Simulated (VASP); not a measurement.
# PbS (Galena) (Fm-3m) in VASP: notebook, part 2 of 2

VASP 6.6.1.

### 4 Single point, LDA

This run uses another cell than the first one, of 25.04 Å³/atom, 1.091 times its volume.

The input, INCAR:

```
PREC     = Accurate       # precision mode
ENCUT    = 500            # plane-wave cutoff, eV
EDIFF    = 1E-6           # SCF threshold, eV
ISMEAR   = 0              # smearing method
SIGMA    = 0.01           # smearing width, eV
LREAL    = False          # projectors in reciprocal space
LASPH    = True           # aspherical terms in the spheres
NELM     = 120            # most SCF steps
ALGO     = Normal         # electronic algorithm
ISIF     = 2              # what is computed and relaxed
LWAVE    = False          # write WAVECAR
LCHARG   = True           # write CHGCAR
LELF     = True           # ELF
LVHAR    = True         
NBANDS   = 17             # bands
GGA_COMPAT= False
```

The input, KPOINTS:

```
Automatic mesh
0
Gamma
  6 6 6
```

The input, POSCAR:

```
PbS
1.0
    0.0000000000      2.9256673838      2.9256673838
    2.9256673838      0.0000000000      2.9256673838
    2.9256673838      2.9256673838      0.0000000000
Pb S
1 1
Direct
    0.0000000000      0.0000000000      0.0000000000
    0.5000000000      0.5000000000      0.5000000000
```

Launch:

```sh
cat potpaw_LDA.64/Pb_d/POTCAR potpaw_LDA.64/S/POTCAR > POTCAR
mpirun -np 1 vasp_std > vasp.out
```

It took 19 s on 1 thread of Intel Xeon Platinum 8375C at 2.90GHz (Ice Lake), shared host; peak memory 0.15 GiB.

It converged, with:

| Quantity | Value |
| --- | --- |
| Free energy | -10.0015 eV |
| Pressure | -0.2 GPa |
| Band gap on the k mesh | 0.05 eV, direct |

Levels at points of the mesh, in eV from the valence-band top:
```tsv
k point	band 8	band 9	band 10	band 11	band 12	band 13
(0.00, 0.00, 0.00)	-2.42	-2.42	-2.42	5.14	5.14	5.14
(0.50, 0.00, 0.00)	-1.98	-1.98	0.00	0.05	1.69	1.69
(0.50, 0.50, 0.00)	-5.67	-3.79	-3.79	3.50	5.55	5.67
```

Caveat: spin-orbit coupling is left out, which moves the levels of the heavy elements. A k mesh can miss the band edges.

### 5 Single point, LDA

This run uses another cell than the first one, of 29.22 Å³/atom, 1.273 times its volume.

The input, INCAR:

```
SYSTEM = PbS
PREC     = Accurate       ! precision mode
ENCUT    = 500            ! plane-wave cutoff, eV
EDIFF    = 1E-6           ! SCF threshold, eV
ISMEAR   = 0              ! smearing method
SIGMA    = 0.01           ! smearing width, eV
LREAL    = .FALSE.        ! projectors in reciprocal space
LASPH    = .TRUE.         ! aspherical terms in the spheres
NELM     = 120            ! most SCF steps
ALGO     = Normal         ! electronic algorithm
ISIF     = 2              ! what is computed and relaxed
LWAVE    = .FALSE.        ! write WAVECAR
LCHARG   = .FALSE.        ! write CHGCAR
GGA      = CA             ! functional
NBANDS   = 17             ! bands
GGA_COMPAT= .FALSE.
```

The input, KPOINTS:

```
Automatic mesh
0
G
  6 6 6
  0 0 0
```

The input, POSCAR:

```
PbS
1.0
    0.0000000000      3.0799278765      3.0799278765
    3.0799278765      0.0000000000      3.0799278765
    3.0799278765      3.0799278765      0.0000000000
Pb S
1 1
Direct
    0.0000000000      0.0000000000      0.0000000000
    0.5000000000      0.5000000000      0.5000000000
```

Potentials or basis: VASP PAW LDA potentials, release 64 (Pb_d, S).

Launch:

```sh
cat potpaw_LDA.64/Pb_d/POTCAR potpaw_LDA.64/S/POTCAR > POTCAR
mpirun -np 1 vasp_std > vasp.out
```

OUTCAR:

```text
SYSTEM = PbS
   PREC = Accurate
   ENCUT = 500
   EDIFF = 1E-6
   ISMEAR = 0
   LREAL = .FALSE.
   LASPH = .TRUE.
   NELM = 120
   ISIF = 2
   GGA = CA

 ion  position               nearest neighbor table
   1  0.000  0.000  0.000-   2 3.08   2 3.08   2 3.08   2 3.08   2 3.08   2 3.08
   2  0.500  0.500  0.500-   1 3.08   1 3.08   1 3.08   1 3.08   1 3.08   1 3.08

  LATTYP: Found a face centered cubic cell.
 ALAT       =     6.1598557530

  Lattice vectors:

 A1 = (   0.0000000000,   3.0799278765,   3.0799278765)
 A2 = (   3.0799278765,   0.0000000000,   3.0799278765)
 A3 = (   3.0799278765,   3.0799278765,   0.0000000000)

Analysis of symmetry for initial positions (statically):
=====================================================================
 Subroutine PRICEL returns:
 Original cell was already a primitive cell.

 Routine SETGRP: Setting up the symmetry group for a
 face centered cubic supercell.

 Subroutine GETGRP returns: Found 48 space group operations
 (whereof 48 operations were pure point group operations)
 out of a pool of 48 trial point group operations.

The static configuration has the point symmetry O_h .

Analysis of symmetry for dynamics (positions and initial velocities):
=====================================================================
 Subroutine PRICEL returns:
 Original cell was already a primitive cell.

 Routine SETGRP: Setting up the symmetry group for a
 face centered cubic supercell.

 Subroutine GETGRP returns: Found 48 space group operations
 (whereof 48 operations were pure point group operations)
 out of a pool of 48 trial point group operations.

The dynamic configuration has the point symmetry O_h .

 Subroutine INISYM returns: Found 48 space group operations
 (whereof 48 operations are pure point group operations),
 and found     1 'primitive' translations

----------------------------------------------------------------------------------------

                                     Primitive cell

  volume of cell :      58.4321

  direct lattice vectors                    reciprocal lattice vectors
     0.000000000  3.079927877  3.079927877    -0.162341464  0.162341464  0.162341464
     3.079927877  0.000000000  3.079927877     0.162341464 -0.162341464  0.162341464
     3.079927877  3.079927877  0.000000000     0.162341464  0.162341464 -0.162341464

  length of vectors
     4.355675774  4.355675774  4.355675774     0.281183664  0.281183664  0.281183664

  position of ions in fractional coordinates (direct lattice)
     0.000000000  0.000000000  0.000000000
     0.500000000  0.500000000  0.500000000

  ion indices of the primitive-cell ions
   primitive index   ion index
                 1           1
                 2           2

----------------------------------------------------------------------------------------

 KPOINTS: Automatic mesh

Automatic generation of k-mesh.
 Grid dimensions read from file:
 generate k-points for:    6    6    6

 Generating k-lattice:

  Cartesian coordinates                     Fractional coordinates (reciprocal lattice)
    -0.027056911  0.027056911  0.027056911     0.166666667  0.000000000  0.000000000
     0.027056911 -0.027056911  0.027056911     0.000000000  0.166666667  0.000000000
     0.027056911  0.027056911 -0.027056911     0.000000000  0.000000000  0.166666667

  Length of vectors
     0.046863944  0.046863944  0.046863944

  Shift w.r.t. Gamma in fractional coordinates (k-lattice)
     0.000000000  0.000000000  0.000000000

 Subroutine IBZKPT returns following result:
 ===========================================

 Found     16 irreducible k-points:

 Following reciprocal coordinates:
            Coordinates               Weight
  0.000000  0.000000  0.000000      1.000000
  0.166667  0.000000  0.000000      8.000000
  0.333333  0.000000  0.000000      8.000000
  0.500000  0.000000  0.000000      4.000000
  0.166667  0.166667  0.000000      6.000000
  0.333333  0.166667  0.000000     24.000000
[... 8 lines left out ...]
 -0.333333  0.333333  0.166667     24.000000
 -0.333333  0.500000  0.166667     12.000000
   k-points           NKPTS =     16   k-points in BZ     NKDIM =     16   number of bands    NBANDS=     17
   number of dos      NEDOS =    301   number of ions     NIONS =      2
   total plane-waves  NPLWV =  32768
   dimension x,y,z NGX =    32 NGY =   32 NGZ =   32
   dimension x,y,z NGXF=    64 NGYF=   64 NGZF=   64
   ions per type =               1   1
   NGX,Y,Z   is equivalent  to a cutoff of  12.21, 12.21, 12.21 a.u.
   NGXF,Y,Z  is equivalent  to a cutoff of  24.43, 24.43, 24.43 a.u.
 SYSTEM =  PbS
   PREC   = accura    normal or accurate (medium, high low for compatibility)
   ISTART =      0    job   : 0-new  1-cont  2-samecut
   ICHARG =      2    charge: 1-file 2-atom 10-const
   ISPIN  =      1    spin polarized calculation?
   LNONCOLLINEAR =      F non collinear calculations
   LSORBIT =      F    spin-orbit coupling
   LASPH  =      T    aspherical Exc in radial PAW
   ENCUT  =  500.0 eV  36.75 Ry    6.06 a.u.   7.94  7.94  7.94*2*pi/ulx,y,z
   NELM   =    120;   NELMIN=  2; NELMDL= -5     # of ELM steps
   EDIFF  = 0.1E-05   stopping-criterion for ELM
   LREAL  =      F    real-space projection
   EDIFFG = 0.1E-04   stopping-criterion for IOM
   NSW    =      0    number of steps for IOM
   IBRION =     -1    ionic relax: 0-MD 1-quasi-New 2-CG
   NFREE  =      0    steps in history (QN), initial steepest desc. (CG)
   ISIF   =      2    stress and relaxation
   ISYM   =      2    0-nonsym 1-usesym 2-fastsym
   POTIM  = 0.5000    time-step for ionic-motion
   TEBEG  =    0.0;   TEEND  =   0.0 temperature during run
   PSTRESS=    0.0 pullay stress
   NELECT =      20.0000    total number of electrons
   NUPDOWN=      -1.0000    fix difference up-down
   EMIN   =  10.00;   EMAX   =-10.00  energy-range for DOS
   EFERMI =   0.00;   METHOD = LEGACY
   ISMEAR =     0;   SIGMA  =   0.01  broadening in eV -4-tet -1-fermi 0-gaus
   EFERMI_NEDOS =   21; number of points for ismear=-14 and -15
   IALGO  =     38    algorithm
   IMIX   =      4    mixing-type and parameters
     AMIX     =   0.40;   BMIX     =  1.00
     AMIX_MAG =   1.60;   BMIX_MAG =  1.00
  volume/ion in A,a.u.               =      29.22       197.16
  Fermi-wavevector in a.u.,A,eV,Ry     =   1.145164  2.164046 17.842683  1.311400
  Thomas-Fermi vector in A             =   2.281853
   LORBIT       =      0    0 simple, 1 ext, 2 COOP (PROOUT), +10 PAW based schemes
   GGA     = CA    functional components
   LHFCALC =     F    Hartree Fock is set to
   AEXX    =    0.0000 exact exchange contribution
   IVDW    =     0    specifies the selected vdW correction
   LEPSILON=     F    determine dielectric tensor
   LRPA    =     F    only Hartree local field effects (RPA)
 non-spin polarized calculation
 Gauss-broadening in eV      SIGMA  =   0.01
  energy-cutoff  :      500.00
  volume of cell :       58.43
 maximum number of plane-waves:      1524
   NGX = 15   NGY = 15   NGZ = 15

 number of electron      19.9999994 magnetization

 Free energy of the ion-electron system (eV)
  ---------------------------------------------------
  ext. energy  EPLUGINS =         0.00000000
  ---------------------------------------------------
  free energy    TOTEN  =        -9.78443898 eV

  energy without entropy =       -9.78443898  energy(sigma->0) =       -9.78443898

 E-fermi :   4.1547     XC(G=0):  -9.5225

 val. band max:        4.0920525241   @ k =   0.5000   0.0000   0.0000
 cond. band min:       4.6421274408   @ k =   0.5000   0.0000   0.0000
 fundamental gap:      0.5500749167
 Fermi energy:         4.1547219342

 k-point     1 :       0.0000    0.0000    0.0000
  band No.  band energies     occupation
      1     -12.4429      2.00000
      2     -12.4429      2.00000
      3     -12.4429      2.00000
      4     -12.4310      2.00000
      5     -12.4310      2.00000
      6      -8.4420      2.00000
[... 9 lines left out ...]
     16      11.0729      0.00000
     17      12.6114      0.00000
[... 281 lines left out ...]
 k-point    16 :      -0.3333    0.5000    0.1667
  band No.  band energies     occupation
      1     -12.4973      2.00000
      2     -12.4454      2.00000
      3     -12.4239      2.00000
      4     -12.4172      2.00000
      5     -12.4026      2.00000
      6      -7.1126      2.00000
[... 9 lines left out ...]
     16      15.6059      0.00000
     17      16.5139      0.00000

------------------------ aborting loop because EDIFF is reached ----------------------------------------

  FORCE on cell =-STRESS in cart. coord.  units (eV):
  Direction    XX          YY          ZZ          XY          YZ          ZX
  --------------------------------------------------------------------------------------
  -------------------------------------------------------------------------------------
  Total       -2.6498862     -2.6498862     -2.6498862     -0.0000000      0.0000000     -0.0000000
  in kB      -72.6584576    -72.6584576    -72.6584576     -0.0000000      0.0000000     -0.0000000
  external PRESSURE =     -72.6584576 kB  Pullay stress =       0.0000000 kB

 VOLUME and BASIS-vectors are now :
 -----------------------------------------------------------------------------
  energy-cutoff  :      500.00
  volume of cell :       58.43
      direct lattice vectors                 reciprocal lattice vectors
     0.000000000  3.079927877  3.079927877    -0.162341464  0.162341464  0.162341464
     3.079927877  0.000000000  3.079927877     0.162341464 -0.162341464  0.162341464
     3.079927877  3.079927877  0.000000000     0.162341464  0.162341464 -0.162341464

 POSITION                                       TOTAL-FORCE (eV/Angst)
 -----------------------------------------------------------------------------------
      0.00000      0.00000      0.00000        -0.000000      0.000000     -0.000000
      3.07993      3.07993      3.07993         0.000000     -0.000000      0.000000
 -----------------------------------------------------------------------------------
    total drift:                                0.000000     -0.000000     -0.000000

  FREE ENERGIE OF THE ION-ELECTRON SYSTEM (eV)
  ---------------------------------------------------
  free  energy   TOTEN  =        -9.7844389765 eV

  energy  without entropy=       -9.7844389765  energy(sigma->0) =       -9.78443898
```

Run time: 15 s. Hardware: 1 thread of Intel Xeon Platinum 8375C at 2.90GHz (Ice Lake), shared host; peak memory 0.15 GiB.

What came out:

- Free energy: -9.7844 eV
- Pressure: -7.3 GPa
- Band gap on the k mesh: 0.55 eV, direct

Caveat: spin-orbit coupling is left out, which moves the levels of the heavy elements.

### 6 Summary

| cell | gap on the mesh (eV) | pressure (GPa) |
| --- | --- | --- |
| a = 4.019 Å, angles 60.0°, 2 atoms | 0.33 | 6.0 |
| a = 4.079 Å, angles 60.0°, 2 atoms | 0.12 | 2.3 |
| a = 4.138 Å, angles 60.0°, 2 atoms | 0.05 | -0.2 |
| a = 4.356 Å, angles 60.0°, 2 atoms | 0.55 | -7.3 |

Alike in all rows: task single point; level LDA; potentials or basis VASP PAW LDA potentials, release 64 (Pb_d, S); no spin polarisation; k mesh 6 × 6 × 6; cutoff (eV) 500; smearing gaussian 0.01 eV.

Caveats: spin-orbit coupling is left out, which moves the levels of the heavy elements.

Total energies depend on the potentials used, so only differences within one code and one set of settings carry meaning.
